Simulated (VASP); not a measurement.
Input of a VASP 6.6.1 run:

Contents of INCAR:

```
ALGO     = Fast           # electronic algorithm
EDIFF    = 1E-6           # SCF threshold, eV
ENCUT    = 520            # plane-wave cutoff, eV
GGA      = PS             # functional
ISIF     = 2              # what is computed and relaxed
ISMEAR   = 0              # smearing method
LASPH    = True           # aspherical terms in the spheres
LCHARG   = False          # write CHGCAR
LREAL    = False          # projectors in reciprocal space
LWAVE    = False          # write WAVECAR
NBANDS   = 24             # bands
NELM     = 100            # most SCF steps
PREC     = Accurate       # precision mode
SIGMA    = 0.1            # smearing width, eV
```

File KPOINTS:

```
k-points
0
Gamma
  12 12 8
```

File POSCAR:

```
Al3Cu2
1.0
    4.1395714574      0.0000000000      0.0000000000
   -2.0697857287      3.5849740429      0.0000000000
    0.0000000000      0.0000000000      5.0319218509
Al Cu
3 2
Direct
    0.0000000000      0.0000000000      0.0000000000
    0.3333333333      0.6666666667      0.3511828517
    0.6666666667      0.3333333333      0.6488171483
    0.3333333333      0.6666666667      0.8420932789
    0.6666666667      0.3333333333      0.1579067211
```

Potentials or basis: VASP PAW PBE potentials, release 64 (Al, Cu).

Command:

```sh
$ cat potpaw_PBE.64/Al/POTCAR potpaw_PBE.64/Cu/POTCAR > POTCAR
$ mpirun -np 1 vasp_std > vasp.out
```

Question: Predict the pressure.

Answer: -2.6 GPa.

Question: What does it give for the band gap on the k mesh?

Answer: Zero (an odd number of electrons rules out a gap without spin polarisation).

Forces on the atoms (eV/Å):
```
Al   0.000  0.000  0.000
Al   0.000  0.000 -0.001
Al   0.000  0.000  0.001
Cu   0.000  0.000 -0.003
Cu   0.000  0.000  0.003
```

Caveat: the cell differs from its parent crystal (equal strain along all axes, cell held: +1.0 %, then relaxed in part); the PAW data sets were made with another functional, which shifts forces and pressure a little.
